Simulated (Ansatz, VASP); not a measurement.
## NiCl3 in VASP and in Ansatz

INCAR

```
SYSTEM = NiCl3
PREC = Accurate
ENCUT = 520
EDIFF = 1E-6
ISMEAR = 0
SIGMA = 0.05
LREAL = .FALSE.
LASPH = .TRUE.
NELM = 150
ALGO = Normal
ISIF = 2
LWAVE = .FALSE.
LCHARG = .FALSE.
ISPIN = 2
MAGMOM = 0.08 0 0 0
LORBIT = 11
LMAXMIX = 4
GGA = PS
NBANDS = 28
```

File KPOINTS:

```
Automatic mesh
0
G
  6 6 6
  0 0 0
```

POSCAR

```
NiCl3
1.0
    4.5194957584      0.0000000000      0.0000000000
    0.0000000000      4.5194957584      0.0000000000
    0.0000000000      0.0000000000      4.5194957584
Ni Cl
1 3
Direct
    0.0000000000      0.0000000000      0.0177010897
    0.5000000000      0.0000000000      0.0000000000
    0.0000000000      0.0000000000      0.5000000000
    0.0000000000      0.5000000000      0.0000000000
```

Input for Ansatz:

```yaml
crystal:
  lattice:
    - [4.5194957584, 0.0, 0.0]
    - [0.0, 4.5194957584, 0.0]
    - [0.0, 0.0, 4.5194957584]
  atoms:
    - { symbol: Ni, position: [0.0, 0.0, 0.0177010897], spin: 0.08 }
    - { symbol: Cl, position: [0.5, 0.0, 0.0] }
    - { symbol: Cl, position: [0.0, 0.0, 0.5] }
    - { symbol: Cl, position: [0.0, 0.5, 0.0] }
basis:
  ecutwfc: 420
  ecutrho_ratio: 4
kpoints:
  mp_grid: { grid: [6, 6, 6] }
hamiltonian:
  xc: pbesol
scf:
  occupations: { method: gaussian, width: 0.05 }
  lower_state_search: "off"
output:
  forces: true
  stress: true
  eigenvalues: true
  populations: true
magnetization:
  spin_polarized: true
checkpoint:
  read: start.run
  write: ck
  compress: false
  write_wavefunctions: false
  write_every: 100000
```

Alike in both runs: task single point; functional PBEsol; k mesh 6 × 6 × 6; occupations gaussian, width 0.05 eV; collinear spin.

|  | VASP | Ansatz |
| --- | --- | --- |
| version | VASP 6.6.1 | Ansatz 0.2.0 |
| potentials or method | VASP PAW PBE potentials, release 64 (Ni, Cl), cutoff 520 eV | scalar-relativistic, plane waves, PAW |
| valence electrons in the cell | 31 | 39 |

|  | VASP | Ansatz | Ansatz less VASP |
| --- | --- | --- | --- |
| gap on the k mesh at the Fermi level (eV) | none | none | - |
| pressure (GPa) | 0.1 | 0.2 | +0.04 |
| traceless stress, the component that is largest in VASP (GPa) | 0.53 | 0.54 | +0.005 |
| rms of the force components (eV/Å) | 0.141 | 0.143 | +0.0018 |
| net moment per atom (μB) | 0.00 | 0.00 | 0.000 |

VASP's potentials were made for PBE, not for PBEsol. Atom by atom the forces differ by 0.003 eV/Å (rms over components). A gap of «none» marks a metal or a gap that the smearing closes. VASP's potentials hold 31 valence electrons a cell and Ansatz's 39, so a difference there can come from the potentials and not from the codes. Ansatz's warnings: seeded moment not kept.
